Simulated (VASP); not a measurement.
HfSn2O6:

```
CELL_PARAMETERS angstrom
3.56326 0.00000 0.00000
-1.78163 3.08587 0.00000
0.00000 0.00000 9.21864
ATOMIC_POSITIONS crystal
Hf 0.00000 0.00000 0.50000
Sn 0.66667 0.33333 0.83210
Sn 0.33333 0.66667 0.16790
O 0.00000 0.00000 0.74635
O 0.33333 0.66667 0.41677
O 0.66667 0.33333 0.08376
O 0.66667 0.33333 0.58323
O 0.00000 0.00000 0.25365
O 0.33333 0.66667 0.91624
```

Base run:

| Property | Result |
| --- | --- |
| Program | VASP 6.6.1 |
| Functional | PBE |
| Potentials or basis | VASP PAW PBE potentials, release 64 (Hf_pv, Sn_d, O) |
| Cutoff | 520 eV |
| k mesh | 12 × 12 × 4 |
| Occupations | gaussian, width 0.02 eV |
| Spin | no spin polarisation |

Its results: band gap on the k mesh 1.29 eV (least direct gap 2.05 eV); pressure -0.8 GPa; largest force 0.136 eV/Å.

Task: The run is repeated on the same cell with these changes: functional from PBE to PBEsol. What comes out?

Result: Band gap on the k mesh 1.23 eV (least direct gap 2.00 eV); pressure -7.7 GPa; largest force 0.177 eV/Å.

PBEsol binds more tightly than PBE, so the same cell stands under less pressure.

Caveats: spin-orbit coupling is left out, which moves the levels of the heavy elements; the cell stands under tension (at least some runs); the PAW data sets were made with another functional, which shifts forces and pressure a little (at least some runs).

A k mesh can miss the band edges.
